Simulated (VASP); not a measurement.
GeSbTe3:

```
Ge Sb Te
1.0
     4.86355    0.00000    0.00000
     0.00000    4.86355    0.00000
     0.00000    0.00000    6.15412
Ge Sb Te
1 1 3
Direct
  0.50000 0.50000 0.66200
  0.00000 0.00000 0.00000
  0.50000 0.50000 0.10590
  0.00000 0.50000 0.50000
  0.50000 0.00000 0.50000
```

The cell was generated, and may not be a known phase.

```yaml
Program: VASP 6.6.1
Task: relaxation of cell and atoms
Functional: PBE
Potentials_or_basis: VASP PAW PBE potentials, release 64 (Ge_d, Sb, Te)
Cutoff: 600 eV
k_mesh: 4 × 4 × 4
Occupations: gaussian, width 0.1 eV
Spin: no spin polarisation
```

At the start: pressure 3.1 GPa; volume 29.11 Å³/atom.

Q: Where does the relaxation end?

A: Over 36 steps the energy falls by 209.0 meV/atom and the volume is 33.75 Å³/atom (+15.9 %); space group P4mm (No. 99, to 0.1 Å) before and after.

The path:
```csv
step,energy change (eV),largest force (eV/Å),pressure (GPa),volume (Å³)
1,0.0000,1.6931,3.06,145.57
2,-0.2296,0.8063,-0.82,157.61
3,-0.2300,0.7801,-0.94,158.08
4,-0.3324,0.3801,-0.47,157.05
5,-0.4103,0.7458,0.57,155.33
6,-0.4846,0.2792,0.59,156.03
7,-0.5451,0.3916,1.08,156.93
8,-0.4591,1.4105,3.25,157.61
9,-0.5524,0.6363,1.51,157.25
10,-0.6039,0.4006,0.14,163.52
11,-0.6119,0.2799,-0.58,167.49
12,-0.6291,0.2139,-0.42,167.35
13,-0.7053,0.3176,0.10,166.69
14,-0.7418,0.8801,2.03,164.37
15,-0.7594,0.7163,1.43,165.00
16,-0.7615,0.4567,0.62,165.94
17,-0.7662,0.6150,1.09,165.38
18,-0.7710,0.6303,1.10,165.85
19,-0.7844,0.6696,1.15,167.19
20,-0.8338,0.6691,1.24,169.61
21,-0.7504,0.8014,1.99,173.41
22,-0.8598,0.6397,1.25,170.63
23,-0.8604,0.6584,1.43,171.86
24,-0.8660,0.5932,1.33,171.29
25,-0.8846,0.6609,0.56,175.50
26,-0.8855,0.6529,0.68,174.78
27,-0.9098,0.6039,0.19,175.99
28,-0.9292,0.4559,-1.06,179.55
29,-0.9311,0.4889,-0.84,178.77
30,-0.9539,0.4532,-0.69,177.32
31,-1.0030,0.4199,-0.19,173.00
32,-0.9992,0.5140,0.96,164.52
33,-1.0179,0.4653,0.39,168.62
34,-1.0435,0.0813,0.14,168.72
35,-1.0452,0.0341,0.07,168.74
36,-1.0452,0.0366,0.05,168.75
```

Final structure:
```xyz
5
Lattice="4.3014 0.0000 0.0000 0.0000 4.3014 0.0000 0.0000 0.0000 9.1207" Properties=species:S:1:pos:R:3 pbc="T T T"
Ge    2.1507    2.1507    6.8897
Sb    0.0000    0.0000    8.8552
Te    2.1507    2.1507    0.5913
Te    0.0000    2.1507    4.4546
Te    2.1507    0.0000    4.4546
```

Caveat: the volume moved by over 15 % at a fixed basis, so the end points are rough; the highest band is partly filled, so the run has too few bands; this functional lacks dispersion, which binds layers or chains, so the pressure and a relaxed spacing across them are unreliable.
